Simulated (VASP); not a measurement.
# Mn (Im-3m) in VASP: single point with PBEsol

Aim: the single point of Mn with PBEsol.

Everything below comes from runs of VASP 6.6.1. Logs are shortened: lines on timing, memory, paths and dates and some standing lists are left out, and cuts for length are marked.

**1. The cell of the first run**

The structure is cubic, space group Im-3m (No. 229). Conventional cell: a = 3.081 Å, b = 3.081 Å, c = 3.081 Å, α = 90.00°, β = 90.00°, γ = 90.00°. Within 3.5 Å of Mn (site symmetry m-3m) lie 14 Mn at 2.67 to 3.08 Å.

This isn't the form of Mn at room conditions, which is a 58-atom cubic cell.

**2. Single point, PBEsol, collinear spin, ferromagnetic start**

INCAR reads:

```
  ALGO = Normal
  EDIFF = 1E-6
  ENCUT = 600
  GGA = PS
  GGA_COMPAT = False
  ISIF = 2
  ISMEAR = 0
  ISPIN = 2
  LASPH = True
  LCHARG = False
  LMAXMIX = 4
  LORBIT = 11
  LREAL = False
  LWAVE = False
  MAGMOM = 4
  NBANDS = 18
  NELM = 200
  PREC = Accurate
  SIGMA = 0.05
```

KPOINTS reads:

```
k-points
0
Gamma
  18 18 18
```

POSCAR reads:

```
Mn
1.0
   -1.5405000000      1.5405000000      1.5405000000
    1.5405000000     -1.5405000000      1.5405000000
    1.5405000000      1.5405000000     -1.5405000000
Mn
1
Direct
    0.0000000000      0.0000000000      0.0000000000
```

Potentials or basis: VASP PAW PBE potentials, release 64 (Mn_sv).

On the command line:

```console
> cat potpaw_PBE.64/Mn_sv/POTCAR > POTCAR
> mpirun -np 1 vasp_std > vasp.out
```

OUTCAR:

```text
EDIFF = 1E-6
   ENCUT = 600
   GGA = PS
   ISIF = 2
   ISMEAR = 0
   ISPIN = 2
   LASPH = True
   LORBIT = 11
   LREAL = False
   NELM = 200
   PREC = Accurate

 ion  position               nearest neighbor table
   1  0.000  0.000  0.000-

  LATTYP: Found a body centered cubic cell.
 ALAT       =     3.0810000000

  Lattice vectors:

 A1 = (  -1.5405000000,   1.5405000000,   1.5405000000)
 A2 = (   1.5405000000,  -1.5405000000,   1.5405000000)
 A3 = (   1.5405000000,   1.5405000000,  -1.5405000000)

Analysis of symmetry for initial positions (statically):
=====================================================================
 Subroutine PRICEL returns:
 Original cell was already a primitive cell.

 Routine SETGRP: Setting up the symmetry group for a
 body centered cubic supercell.

 Subroutine GETGRP returns: Found 48 space group operations
 (whereof 48 operations were pure point group operations)
 out of a pool of 48 trial point group operations.

The static configuration has the point symmetry O_h .

Analysis of symmetry for dynamics (positions and initial velocities):
=====================================================================
 Subroutine PRICEL returns:
 Original cell was already a primitive cell.

 Routine SETGRP: Setting up the symmetry group for a
 body centered cubic supercell.

 Subroutine GETGRP returns: Found 48 space group operations
 (whereof 48 operations were pure point group operations)
 out of a pool of 48 trial point group operations.

The dynamic configuration has the point symmetry O_h .

Analysis of structural, dynamic, and magnetic symmetry:
=====================================================================
 Subroutine PRICEL returns:
 Original cell was already a primitive cell.

 Routine SETGRP: Setting up the symmetry group for a
 body centered cubic supercell.

 Subroutine GETGRP returns: Found 48 space group operations
 (whereof 48 operations were pure point group operations)
 out of a pool of 48 trial point group operations.

The overall configuration has the point symmetry O_h .

 Subroutine INISYM returns: Found 48 space group operations
 (whereof 48 operations are pure point group operations),
 and found     1 'primitive' translations

----------------------------------------------------------------------------------------

                                     Primitive cell

  volume of cell :      14.6233

  direct lattice vectors                    reciprocal lattice vectors
    -1.540500000  1.540500000  1.540500000     0.000000000  0.324569945  0.324569945
     1.540500000 -1.540500000  1.540500000     0.324569945  0.000000000  0.324569945
     1.540500000  1.540500000 -1.540500000     0.324569945  0.324569945  0.000000000

  length of vectors
     2.668224269  2.668224269  2.668224269     0.459011218  0.459011218  0.459011218

  position of ions in fractional coordinates (direct lattice)
     0.000000000  0.000000000  0.000000000

  ion indices of the primitive-cell ions
   primitive index   ion index
                 1           1

----------------------------------------------------------------------------------------

 KPOINTS: k-points

Automatic generation of k-mesh.
 Grid dimensions read from file:
 generate k-points for:   18   18   18

 Generating k-lattice:

  Cartesian coordinates                     Fractional coordinates (reciprocal lattice)
     0.000000000  0.018031664  0.018031664     0.055555556  0.000000000  0.000000000
     0.018031664  0.000000000  0.018031664     0.000000000  0.055555556  0.000000000
     0.018031664  0.018031664  0.000000000     0.000000000  0.000000000  0.055555556

  Length of vectors
     0.025500623  0.025500623  0.025500623

  Shift w.r.t. Gamma in fractional coordinates (k-lattice)
     0.000000000  0.000000000  0.000000000

 Subroutine IBZKPT returns following result:
 ===========================================

 Found    195 irreducible k-points:

 Following reciprocal coordinates:
            Coordinates               Weight
  0.000000  0.000000  0.000000      1.000000
  0.055556  0.000000  0.000000     12.000000
  0.111111  0.000000  0.000000     12.000000
  0.166667  0.000000  0.000000     12.000000
  0.222222  0.000000  0.000000     12.000000
  0.277778  0.000000  0.000000     12.000000
[... 16 lines left out ...]
  0.333333  0.111111 -0.000000     48.000000
  0.388889  0.111111  0.000000     48.000000
 [... further k-points ...]
   k-points           NKPTS =    195   k-points in BZ     NKDIM =    195   number of bands    NBANDS=     18
   number of dos      NEDOS =    301   number of ions     NIONS =      1
   total plane-waves  NPLWV =  13824
   dimension x,y,z NGX =    24 NGY =   24 NGZ =   24
   dimension x,y,z NGXF=    48 NGYF=   48 NGZF=   48
   ions per type =               1
   NGX,Y,Z   is equivalent  to a cutoff of  14.95, 14.95, 14.95 a.u.
   NGXF,Y,Z  is equivalent  to a cutoff of  29.91, 29.91, 29.91 a.u.
 SYSTEM =  unknown system
   PREC   = accura    normal or accurate (medium, high low for compatibility)
   ISTART =      0    job   : 0-new  1-cont  2-samecut
   ICHARG =      2    charge: 1-file 2-atom 10-const
   ISPIN  =      2    spin polarized calculation?
   LNONCOLLINEAR =      F non collinear calculations
   LSORBIT =      F    spin-orbit coupling
   LASPH  =      T    aspherical Exc in radial PAW
   ENCUT  =  600.0 eV  44.10 Ry    6.64 a.u.   5.33  5.33  5.33*2*pi/ulx,y,z
   NELM   =    200;   NELMIN=  2; NELMDL= -5     # of ELM steps
   EDIFF  = 0.1E-05   stopping-criterion for ELM
   LREAL  =      F    real-space projection
   EDIFFG = 0.1E-04   stopping-criterion for IOM
   NSW    =      0    number of steps for IOM
   IBRION =     -1    ionic relax: 0-MD 1-quasi-New 2-CG
   NFREE  =      0    steps in history (QN), initial steepest desc. (CG)
   ISIF   =      2    stress and relaxation
   ISYM   =      2    0-nonsym 1-usesym 2-fastsym
   POTIM  = 0.5000    time-step for ionic-motion
   TEBEG  =    0.0;   TEEND  =   0.0 temperature during run
   PSTRESS=    0.0 pullay stress
   NELECT =      15.0000    total number of electrons
   NUPDOWN=      -1.0000    fix difference up-down
   EMIN   =  10.00;   EMAX   =-10.00  energy-range for DOS
   EFERMI =   0.00;   METHOD = LEGACY
   ISMEAR =     0;   SIGMA  =   0.05  broadening in eV -4-tet -1-fermi 0-gaus
   EFERMI_NEDOS =   21; number of points for ismear=-14 and -15
   IALGO  =     38    algorithm
   IMIX   =      4    mixing-type and parameters
     AMIX     =   0.40;   BMIX     =  1.00
     AMIX_MAG =   1.60;   BMIX_MAG =  1.00
  volume/ion in A,a.u.               =      14.62        98.68
  Fermi-wavevector in a.u.,A,eV,Ry     =   1.651037  3.120008 37.088450  2.725924
  Thomas-Fermi vector in A             =   2.739885
   LORBIT       =     11    0 simple, 1 ext, 2 COOP (PROOUT), +10 PAW based schemes
   GGA     = PS    functional components
   LHFCALC =     F    Hartree Fock is set to
   AEXX    =    0.0000 exact exchange contribution
   IVDW    =     0    specifies the selected vdW correction
   LEPSILON=     F    determine dielectric tensor
   LRPA    =     F    only Hartree local field effects (RPA)
 spin polarized calculation
 Gauss-broadening in eV      SIGMA  =   0.05
  energy-cutoff  :      600.00
  volume of cell :       14.62
 maximum number of plane-waves:       498
 NGX is ok and might be reduce to    24
   NGX = 11   NGY = 11   NGZ = 11

 number of electron      14.9999998 magnetization       2.8244353

 Free energy of the ion-electron system (eV)
  ---------------------------------------------------
  ext. energy  EPLUGINS =         0.00000000
  ---------------------------------------------------
  free energy    TOTEN  =        -8.94056939 eV

  energy without entropy =       -8.93771738  energy(sigma->0) =       -8.93914339

 E-fermi :   9.3363     XC(G=0): -12.4285

 val. band max:        9.3360109884   @ k =  -0.2778   0.5000   0.0556
 cond. band min:       9.3403247845   @ k =   0.2222   0.0556   0.0556
 fundamental gap:      0.0043137960
 Fermi energy:         9.3363153047

 spin component 1

 k-point     1 :       0.0000    0.0000    0.0000
  band No.  band energies     occupation
      1     -70.4959      1.00000
      2     -39.1837      1.00000
      3     -39.1837      1.00000
      4     -39.1837      1.00000
      5       1.9104      1.00000
      6       7.6313      1.00000
[... 10 lines left out ...]
     17      36.3323      0.00000
     18      36.3323      0.00000

 k-point     2 :       0.0556    0.0000    0.0000
  band No.  band energies     occupation
      1     -70.4946      1.00000
      2     -39.1932      1.00000
      3     -39.1873      1.00000
      4     -39.1847      1.00000
      5       2.0167      1.00000
      6       7.6018      1.00000
[... 10 lines left out ...]
     17      35.6048      0.00000
     18      36.7906      0.00000
[... 442 lines left out ...]
 k-point    24 :       0.3889    0.1111    0.0000
  band No.  band energies     occupation
      1     -70.4500      1.00000
      2     -39.4389      1.00000
      3     -39.2835      1.00000
      4     -39.1964      1.00000
      5       5.5606      1.00000
      6       6.7870      1.00000
[... 10 lines left out ...]
     17      41.5863      0.00000
     18      44.3517      0.00000

 [... further k-points ...]

 spin component 2

 k-point     1 :       0.0000    0.0000    0.0000
  band No.  band energies     occupation
      1     -67.4948      1.00000
      2     -36.2293      1.00000
      3     -36.2293      1.00000
      4     -36.2293      1.00000
      5       2.5154      1.00000
      6      10.0815      0.00000
[... 10 lines left out ...]
     17      37.7123      0.00000
     18      37.7137      0.00000

 k-point     2 :       0.0556    0.0000    0.0000
  band No.  band energies     occupation
      1     -67.4934      1.00000
      2     -36.2398      1.00000
      3     -36.2331      1.00000
      4     -36.2303      1.00000
      5       2.6221      1.00000
      6      10.0443      0.00000
[... 10 lines left out ...]
     17      36.3941      0.00000
     18      38.0254      0.00000
[... 442 lines left out ...]
 k-point    24 :       0.3889    0.1111    0.0000
  band No.  band energies     occupation
      1     -67.4444      1.00000
      2     -36.5146      1.00000
      3     -36.3392      1.00000
      4     -36.2438      1.00000
      5       7.1218      1.00000
      6       9.0052      1.00000
[... 10 lines left out ...]
     17      42.4675      0.00000
     18      45.1232      0.00000

 [... further k-points ...]

------------------------ aborting loop because EDIFF is reached ----------------------------------------

  FORCE on cell =-STRESS in cart. coord.  units (eV):
  Direction    XX          YY          ZZ          XY          YZ          ZX
  --------------------------------------------------------------------------------------
  -------------------------------------------------------------------------------------
  Total       -2.0884500     -2.0884500     -2.0884500      0.0000000     -0.0000000      0.0000000
  in kB     -228.8176760   -228.8176760   -228.8176760      0.0000000     -0.0000000      0.0000000
  external PRESSURE =    -228.8176760 kB  Pullay stress =       0.0000000 kB

 VOLUME and BASIS-vectors are now :
 -----------------------------------------------------------------------------
  energy-cutoff  :      600.00
  volume of cell :       14.62
      direct lattice vectors                 reciprocal lattice vectors
    -1.540500000  1.540500000  1.540500000     0.000000000  0.324569945  0.324569945
     1.540500000 -1.540500000  1.540500000     0.324569945  0.000000000  0.324569945
     1.540500000  1.540500000 -1.540500000     0.324569945  0.324569945  0.000000000

 POSITION                                       TOTAL-FORCE (eV/Angst)
 -----------------------------------------------------------------------------------
      0.00000      0.00000      0.00000         0.000000      0.000000      0.000000
 -----------------------------------------------------------------------------------
    total drift:                                0.000000      0.000000      0.000000

  FREE ENERGIE OF THE ION-ELECTRON SYSTEM (eV)
  ---------------------------------------------------
  free  energy   TOTEN  =        -8.9405693915 eV

  energy  without entropy=       -8.9377173817  energy(sigma->0) =       -8.93914339

 total charge

# of ion       s       p       d       tot
------------------------------------------
    1        2.194   6.027   4.628  12.849

 magnetization (x)

# of ion       s       p       d       tot
------------------------------------------
    1       -0.000   0.004   2.643   2.647
```

Wall time 69 s (1 thread of Intel Xeon 6975P-C (Granite Rapids), shared host); peak memory 0.21 GiB.

What came out:

```
Free energy                                           : -8.9406 eV
Pressure                                              : -22.9 GPa
Net moment                                            : 2.82 μB per cell
Site moments                                          : Mn +2.65 μB
Valence electrons inside the program's atomic spheres : Mn 12.85
```

Caveat: the cell stands under tension; the PAW data sets were made with another functional, which shifts forces and pressure a little.
